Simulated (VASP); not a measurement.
Here is a VASP 6.6.1 calculation.

INCAR

```
PREC = Accurate
ENCUT = 520
EDIFF = 1E-6
ISMEAR = 0
SIGMA = 0.05
LREAL = False
LASPH = True
NELM = 150
ALGO = Normal
ISIF = 2
LWAVE = False
LCHARG = False
LMAXMIX = 4
LDAU = True
LDAUTYPE = 2
LDAUL = 2 -1
LDAUU = 4 0
LDAUJ = 0 0
LDAUPRINT = 1
GGA = PE
NBANDS = 33
```

File KPOINTS:

```
regular mesh
0
Gamma
  6 6 6
```

POSCAR

```
TiO2
1.0
    2.6847502805     -2.6848248863     -0.0200337111
    2.6847502805      2.6848248863     -0.0200337111
   -2.6483287093      0.0000000000      4.8834674903
Ti O
2 4
Direct
    0.1250069486      0.8749930514      0.2500000000
    0.8749930514      0.1250069486      0.7500000000
    0.3210199348      0.0710432101      0.6420495915
    0.6789800652      0.9289567899      0.3579504085
    0.9289567899      0.6789800652      0.8579504085
    0.0710432101      0.3210199348      0.1420495915
```

Potentials or basis: VASP PAW PBE potentials, release 64 (Ti_sv, O).

Run with:

```bash
$ cat potpaw_PBE.64/Ti_sv/POTCAR potpaw_PBE.64/O/POTCAR > POTCAR
$ mpirun -np 1 vasp_std > vasp.out
```

Estimate the pressure.

14.3 GPa.

Estimate the largest force.

2.067 eV/Å.

Predict the band gap on the k mesh.

2.84 eV (least direct gap 3.06 eV).

Stress tensor (GPa, compression positive):
```
 8.01  0.00  0.14
 0.00  8.01  0.00
 0.14  0.00 26.87
```

Caveat: the cell differs from its parent crystal (atoms shifted along a free coordinate); the stress differs along the axes, from 8 to 27 GPa; forces of over 1 eV/Å act on the atoms, so gaps and moduli don't describe the material at rest. A k mesh can miss the band edges.
